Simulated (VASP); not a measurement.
A run of VASP 6.6.1:

Contents of INCAR:

```
PREC = Accurate
ENCUT = 520
EDIFF = 1E-6
ISMEAR = 0
SIGMA = 0.01
LREAL = F
LASPH = T
NELM = 100
ALGO = Normal
ISIF = 2
LWAVE = F
LCHARG = F
GGA = PE
NBANDS = 15
```

The input KPOINTS:

```
regular mesh
0
Gamma
  4 4 4
```

POSCAR

```
RbBr
1.0
    4.1279266522      0.0000000000      0.0000000000
    0.0000000000      4.1279266522      0.0000000000
    0.0000000000      0.0000000000      4.1279266522
Rb Br
1 1
Direct
    0.0000000000      0.0000000000      0.0000000000
    0.5000000000      0.5000000000      0.5000000000
```

Potentials or basis: VASP PAW PBE potentials, release 64 (Rb_sv, Br).

Run with:

```console
$ cat potpaw_PBE.64/Rb_sv/POTCAR potpaw_PBE.64/Br/POTCAR > POTCAR
$ mpirun -np 1 vasp_std > vasp.out
```

Hardware: 1 thread of Intel(R) Xeon(R) Platinum 8488C (Sapphire Rapids), on a shared host.

Estimate the wall time of this run.

Wall time 12 s on 1 thread of Intel(R) Xeon(R) Platinum 8488C (Sapphire Rapids), on a shared host, peak memory 0.17 GiB. Counts: scf iterations 11, k points 10.
